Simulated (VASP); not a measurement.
# GaP (F-43m) in VASP: further runs

GaP is run at these levels: PBE; tasks: single point, relaxation of cell and atoms.

Everything below comes from runs of VASP 6.6.1. Logs are shortened: lines on timing, memory, paths and dates and some standing lists are left out, and cuts for length are marked.

**The experiment to reproduce.**

“Stacking defects in GaP nanowires: Electronic structure and optical properties”, 2018, arxiv:1810.01194 quotes, for a bulk crystal of GaP at 10 K: band gap 2.34 eV (indirect).

The runs below are set against these values where they give the same quantity.

## (1) The cell of the first run

It takes space group F-43m (No. 216, cubic). The conventional cell has a = 5.506 Å, b = 5.506 Å, c = 5.506 Å, α = 90.00°, β = 90.00°, γ = 90.00°. Ga (site symmetry -43m) has 4 P at 2.38 Å within 3.1 Å. P (site symmetry -43m) has 4 Ga at 2.38 Å within 3.1 Å.

## (2) Single point, PBE

The input, INCAR:

```
  PREC = Accurate
  ENCUT = 500
  EDIFF = 1E-6
  ISMEAR = 0
  SIGMA = 0.02
  LREAL = F
  LASPH = T
  NELM = 120
  ALGO = Normal
  ISIF = 2
  LWAVE = F
  LCHARG = F
  GGA = PE
  NBANDS = 16
  GGA_COMPAT = F
```

The input, KPOINTS:

```
regular mesh
0
Gamma
  8 8 8
```

The input, POSCAR:

```
GaP
1.0
    0.0000000000      2.7529797080      2.7529797080
    2.7529797080      0.0000000000      2.7529797080
    2.7529797080      2.7529797080      0.0000000000
Ga P
1 1
Direct
    0.0000000000      0.0000000000      0.0000000000
    0.2500000000      0.2500000000      0.2500000000
```

Potentials or basis: VASP PAW PBE potentials, release 64 (Ga_d, P).

Command:

```sh
$ cat potpaw_PBE.64/Ga_d/POTCAR potpaw_PBE.64/P/POTCAR > POTCAR
$ mpirun -np 1 vasp_std > vasp.out
```

OUTCAR:

```text
PREC = Accurate
   ENCUT = 500
   EDIFF = 1E-6
   ISMEAR = 0
   LREAL = F
   LASPH = T
   NELM = 120
   ISIF = 2
   GGA = PE

 ion  position               nearest neighbor table
   1  0.000  0.000  0.000-   2 2.38   2 2.38   2 2.38   2 2.38
   2  0.250  0.250  0.250-   1 2.38   1 2.38   1 2.38   1 2.38

  LATTYP: Found a face centered cubic cell.
 ALAT       =     5.5059594160

  Lattice vectors:

 A1 = (   0.0000000000,   2.7529797080,   2.7529797080)
 A2 = (   2.7529797080,   0.0000000000,   2.7529797080)
 A3 = (   2.7529797080,   2.7529797080,   0.0000000000)

Analysis of symmetry for initial positions (statically):
=====================================================================
 Subroutine PRICEL returns:
 Original cell was already a primitive cell.

 Routine SETGRP: Setting up the symmetry group for a
 face centered cubic supercell.

 Subroutine GETGRP returns: Found 24 space group operations
 (whereof 24 operations were pure point group operations)
 out of a pool of 48 trial point group operations.

The static configuration has the point symmetry T_d .

Analysis of symmetry for dynamics (positions and initial velocities):
=====================================================================
 Subroutine PRICEL returns:
 Original cell was already a primitive cell.

 Routine SETGRP: Setting up the symmetry group for a
 face centered cubic supercell.

 Subroutine GETGRP returns: Found 24 space group operations
 (whereof 24 operations were pure point group operations)
 out of a pool of 48 trial point group operations.

The dynamic configuration has the point symmetry T_d .

 Subroutine INISYM returns: Found 24 space group operations
 (whereof 24 operations are pure point group operations),
 and found     1 'primitive' translations

----------------------------------------------------------------------------------------

                                     Primitive cell

  volume of cell :      41.7291

  direct lattice vectors                    reciprocal lattice vectors
     0.000000000  2.752979708  2.752979708    -0.181621390  0.181621390  0.181621390
     2.752979708  0.000000000  2.752979708     0.181621390 -0.181621390  0.181621390
     2.752979708  2.752979708  0.000000000     0.181621390  0.181621390 -0.181621390

  length of vectors
     3.893301240  3.893301240  3.893301240     0.314577474  0.314577474  0.314577474

  position of ions in fractional coordinates (direct lattice)
     0.000000000  0.000000000  0.000000000
     0.250000000  0.250000000  0.250000000

  ion indices of the primitive-cell ions
   primitive index   ion index
                 1           1
                 2           2

----------------------------------------------------------------------------------------

 KPOINTS: regular mesh

Automatic generation of k-mesh.
 Grid dimensions read from file:
 generate k-points for:    8    8    8

 Generating k-lattice:

  Cartesian coordinates                     Fractional coordinates (reciprocal lattice)
    -0.022702674  0.022702674  0.022702674     0.125000000  0.000000000  0.000000000
     0.022702674 -0.022702674  0.022702674     0.000000000  0.125000000  0.000000000
     0.022702674  0.022702674 -0.022702674     0.000000000  0.000000000  0.125000000

  Length of vectors
     0.039322184  0.039322184  0.039322184

  Shift w.r.t. Gamma in fractional coordinates (k-lattice)
     0.000000000  0.000000000  0.000000000

 Subroutine IBZKPT returns following result:
 ===========================================

 Found     29 irreducible k-points:

 Following reciprocal coordinates:
            Coordinates               Weight
  0.000000  0.000000  0.000000      1.000000
  0.125000  0.000000  0.000000      8.000000
  0.250000  0.000000  0.000000      8.000000
  0.375000  0.000000  0.000000      8.000000
  0.500000  0.000000  0.000000      4.000000
  0.125000  0.125000  0.000000      6.000000
[... 16 lines left out ...]
  0.500000  0.250000  0.125000     48.000000
 -0.375000  0.250000  0.125000     24.000000
 [... further k-points ...]
   k-points           NKPTS =     29   k-points in BZ     NKDIM =     29   number of bands    NBANDS=     16
   number of dos      NEDOS =    301   number of ions     NIONS =      2
   total plane-waves  NPLWV =  21952
   dimension x,y,z NGX =    28 NGY =   28 NGZ =   28
   dimension x,y,z NGXF=    56 NGYF=   56 NGZF=   56
   ions per type =               1   1
   NGX,Y,Z   is equivalent  to a cutoff of  11.96, 11.96, 11.96 a.u.
   NGXF,Y,Z  is equivalent  to a cutoff of  23.91, 23.91, 23.91 a.u.
 SYSTEM =  unknown system
   PREC   = accura    normal or accurate (medium, high low for compatibility)
   ISTART =      0    job   : 0-new  1-cont  2-samecut
   ICHARG =      2    charge: 1-file 2-atom 10-const
   ISPIN  =      1    spin polarized calculation?
   LNONCOLLINEAR =      F non collinear calculations
   LSORBIT =      F    spin-orbit coupling
   LASPH  =      T    aspherical Exc in radial PAW
   ENCUT  =  500.0 eV  36.75 Ry    6.06 a.u.   7.10  7.10  7.10*2*pi/ulx,y,z
   NELM   =    120;   NELMIN=  2; NELMDL= -5     # of ELM steps
   EDIFF  = 0.1E-05   stopping-criterion for ELM
   LREAL  =      F    real-space projection
   EDIFFG = 0.1E-04   stopping-criterion for IOM
   NSW    =      0    number of steps for IOM
   IBRION =     -1    ionic relax: 0-MD 1-quasi-New 2-CG
   NFREE  =      0    steps in history (QN), initial steepest desc. (CG)
   ISIF   =      2    stress and relaxation
   ISYM   =      2    0-nonsym 1-usesym 2-fastsym
   POTIM  = 0.5000    time-step for ionic-motion
   TEBEG  =    0.0;   TEEND  =   0.0 temperature during run
   PSTRESS=    0.0 pullay stress
   NELECT =      18.0000    total number of electrons
   NUPDOWN=      -1.0000    fix difference up-down
   EMIN   =  10.00;   EMAX   =-10.00  energy-range for DOS
   EFERMI =   0.00;   METHOD = LEGACY
   ISMEAR =     0;   SIGMA  =   0.02  broadening in eV -4-tet -1-fermi 0-gaus
   EFERMI_NEDOS =   21; number of points for ismear=-14 and -15
   IALGO  =     38    algorithm
   IMIX   =      4    mixing-type and parameters
     AMIX     =   0.40;   BMIX     =  1.00
     AMIX_MAG =   1.60;   BMIX_MAG =  1.00
  volume/ion in A,a.u.               =      20.86       140.80
  Fermi-wavevector in a.u.,A,eV,Ry     =   1.236951  2.337499 20.817579  1.530049
  Thomas-Fermi vector in A             =   2.371539
   LORBIT       =      0    0 simple, 1 ext, 2 COOP (PROOUT), +10 PAW based schemes
   GGA     = PE    functional components
   LHFCALC =     F    Hartree Fock is set to
   AEXX    =    0.0000 exact exchange contribution
   IVDW    =     0    specifies the selected vdW correction
   LEPSILON=     F    determine dielectric tensor
   LRPA    =     F    only Hartree local field effects (RPA)
 non-spin polarized calculation
 Gauss-broadening in eV      SIGMA  =   0.02
  energy-cutoff  :      500.00
  volume of cell :       41.73
 maximum number of plane-waves:      1068
   NGX = 15   NGY = 15   NGZ = 15

 number of electron      18.0000009 magnetization

 Free energy of the ion-electron system (eV)
  ---------------------------------------------------
  ext. energy  EPLUGINS =         0.00000000
  ---------------------------------------------------
  free energy    TOTEN  =        -9.12545991 eV

  energy without entropy =       -9.12545991  energy(sigma->0) =       -9.12545991

 E-fermi :   4.5072     XC(G=0):  -9.6953

 val. band max:        4.3472489520   @ k =   0.0000   0.0000   0.0000
 cond. band min:       5.9233147927   @ k =   0.0000   0.0000   0.0000
 fundamental gap:      1.5760658407
 Fermi energy:         4.5072087215

 k-point     1 :       0.0000    0.0000    0.0000
  band No.  band energies     occupation
      1     -10.1558      2.00000
      2     -10.1558      2.00000
      3     -10.1558      2.00000
      4     -10.0650      2.00000
      5     -10.0650      2.00000
      6      -7.9202      2.00000
[... 8 lines left out ...]
     15      14.0922      0.00000
     16      14.0922      0.00000

 k-point     2 :       0.1250    0.0000    0.0000
  band No.  band energies     occupation
      1     -10.1676      2.00000
      2     -10.1515      2.00000
      3     -10.1515      2.00000
      4     -10.0651      2.00000
      5     -10.0651      2.00000
      6      -7.7259      2.00000
[... 8 lines left out ...]
     15      13.4866      0.00000
     16      13.9053      0.00000

 k-point     3 :       0.2500    0.0000    0.0000
  band No.  band energies     occupation
      1     -10.1939      2.00000
      2     -10.1425      2.00000
      3     -10.1425      2.00000
      4     -10.0639      2.00000
      5     -10.0639      2.00000
      6      -7.1757      2.00000
[... 8 lines left out ...]
     15      13.3025      0.00000
     16      14.1926      0.00000

 k-point     4 :       0.3750    0.0000    0.0000
  band No.  band energies     occupation
      1     -10.2181      2.00000
      2     -10.1355      2.00000
      3     -10.1355      2.00000
      4     -10.0605      2.00000
      5     -10.0605      2.00000
      6      -6.4129      2.00000
[... 8 lines left out ...]
     15      14.4578      0.00000
     16      14.4578      0.00000

 k-point     5 :       0.5000    0.0000    0.0000
  band No.  band energies     occupation
      1     -10.2277      2.00000
      2     -10.1333      2.00000
      3     -10.1333      2.00000
      4     -10.0584      2.00000
      5     -10.0584      2.00000
      6      -5.9523      2.00000
[... 8 lines left out ...]
     15      15.9359      0.00000
     16      15.9359      0.00000

 k-point     6 :       0.1250    0.1250    0.0000
  band No.  band energies     occupation
      1     -10.1754      2.00000
      2     -10.1475      2.00000
      3     -10.1475      2.00000
      4     -10.0687      2.00000
      5     -10.0622      2.00000
      6      -7.6613      2.00000
[... 8 lines left out ...]
     15      14.2591      0.00000
     16      14.3334      0.00000

 k-point     7 :       0.2500    0.1250    0.0000
  band No.  band energies     occupation
      1     -10.1964      2.00000
      2     -10.1398      2.00000
      3     -10.1380      2.00000
      4     -10.0713      2.00000
      5     -10.0595      2.00000
      6      -7.2281      2.00000
[... 8 lines left out ...]
     15      14.3289      0.00000
     16      15.3417      0.00000

 k-point     8 :       0.3750    0.1250    0.0000
  band No.  band energies     occupation
      1     -10.2175      2.00000
      2     -10.1337      2.00000
      3     -10.1301      2.00000
      4     -10.0697      2.00000
      5     -10.0569      2.00000
      6      -6.5180      2.00000
[... 8 lines left out ...]
     15      15.0836      0.00000
     16      15.1566      0.00000

 k-point     9 :       0.5000    0.1250    0.0000
  band No.  band energies     occupation
      1     -10.2291      2.00000
      2     -10.1311      2.00000
      3     -10.1274      2.00000
      4     -10.0644      2.00000
      5     -10.0572      2.00000
      6      -5.8747      2.00000
[... 8 lines left out ...]
     15      15.9373      0.00000
     16      16.1157      0.00000
[... 172 lines left out ...]
 k-point    19 :       0.5000    0.3750    0.0000
  band No.  band energies     occupation
      1     -10.2544      2.00000
      2     -10.1053      2.00000
      3     -10.1014      2.00000
      4     -10.0903      2.00000
      5     -10.0483      2.00000
      6      -5.2951      2.00000
[... 8 lines left out ...]
     15      16.2689      0.00000
     16      17.3584      0.00000

 k-point    20 :      -0.3750    0.3750    0.0000
  band No.  band energies     occupation
      1     -10.2470      2.00000
      2     -10.1142      2.00000
      3     -10.1051      2.00000
      4     -10.0819      2.00000
      5     -10.0539      2.00000
      6      -5.1311      2.00000
[... 8 lines left out ...]
     15      14.6963      0.00000
     16      18.7626      0.00000

 k-point    21 :       0.5000    0.5000    0.0000
  band No.  band energies     occupation
      1     -10.2618      2.00000
      2     -10.0969      2.00000
      3     -10.0969      2.00000
      4     -10.0964      2.00000
      5     -10.0454      2.00000
      6      -5.0938      2.00000
[... 8 lines left out ...]
     15      16.6774      0.00000
     16      17.2119      0.00000

 k-point    22 :       0.3750    0.2500    0.1250
  band No.  band energies     occupation
      1     -10.2151      2.00000
      2     -10.1316      2.00000
      3     -10.1281      2.00000
      4     -10.0745      2.00000
      5     -10.0569      2.00000
      6      -6.7070      2.00000
[... 8 lines left out ...]
     15      15.3489      0.00000
     16      16.5751      0.00000

 k-point    23 :       0.5000    0.2500    0.1250
  band No.  band energies     occupation
      1     -10.2291      2.00000
      2     -10.1283      2.00000
      3     -10.1198      2.00000
      4     -10.0726      2.00000
      5     -10.0569      2.00000
      6      -5.9899      2.00000
[... 8 lines left out ...]
     15      15.7262      0.00000
     16      17.0439      0.00000

 k-point    24 :      -0.3750    0.2500    0.1250
  band No.  band energies     occupation
      1     -10.2342      2.00000
      2     -10.1277      2.00000
      3     -10.1169      2.00000
      4     -10.0694      2.00000
      5     -10.0584      2.00000
      6      -5.5638      2.00000
[... 8 lines left out ...]
     15      16.2405      0.00000
     16      16.6815      0.00000

 [... further k-points ...]

------------------------ aborting loop because EDIFF is reached ----------------------------------------

  FORCE on cell =-STRESS in cart. coord.  units (eV):
  Direction    XX          YY          ZZ          XY          YZ          ZX
  --------------------------------------------------------------------------------------
  -------------------------------------------------------------------------------------
  Total       -0.0189840     -0.0189840     -0.0189840     -0.0000000      0.0000000      0.0000000
  in kB       -0.7288873     -0.7288873     -0.7288873     -0.0000000      0.0000000      0.0000000
  external PRESSURE =      -0.7288873 kB  Pullay stress =       0.0000000 kB

 VOLUME and BASIS-vectors are now :
 -----------------------------------------------------------------------------
  energy-cutoff  :      500.00
  volume of cell :       41.73
      direct lattice vectors                 reciprocal lattice vectors
     0.000000000  2.752979708  2.752979708    -0.181621390  0.181621390  0.181621390
     2.752979708  0.000000000  2.752979708     0.181621390 -0.181621390  0.181621390
     2.752979708  2.752979708  0.000000000     0.181621390  0.181621390 -0.181621390

 POSITION                                       TOTAL-FORCE (eV/Angst)
 -----------------------------------------------------------------------------------
      0.00000      0.00000      0.00000        -0.000000      0.000000      0.000000
      1.37649      1.37649      1.37649         0.000000     -0.000000     -0.000000
 -----------------------------------------------------------------------------------
    total drift:                                0.000001      0.000001      0.000001

  FREE ENERGIE OF THE ION-ELECTRON SYSTEM (eV)
  ---------------------------------------------------
  free  energy   TOTEN  =        -9.1254599144 eV

  energy  without entropy=       -9.1254599144  energy(sigma->0) =       -9.12545991
```

Wall time 21 s (1 thread of Intel Xeon 8259CL, shared host); peak memory 0.16 GiB.

Results:

```yaml
Free_energy: -9.1255 eV
Pressure: -0.1 GPa
Band_gap_on_the_k_mesh: 1.58 eV
```

Levels at points of the mesh, in eV from the valence-band top:
```tsv
k point	band 5	band 6	band 7	band 8	band 9	band 10	band 11	band 12	band 13	band 14
(0.00, 0.00, 0.00)	-14.41	-12.27	0.00	0.00	0.00	1.58	3.90	3.90	3.90	8.68
(0.50, 0.00, 0.00)	-14.41	-10.30	-6.46	-1.07	-1.07	1.58	4.73	4.73	8.22	10.68
(0.50, 0.50, 0.00)	-14.39	-9.44	-6.61	-2.58	-2.58	1.72	1.85	10.37	10.37	10.92
```

[end of part 1 of 2]
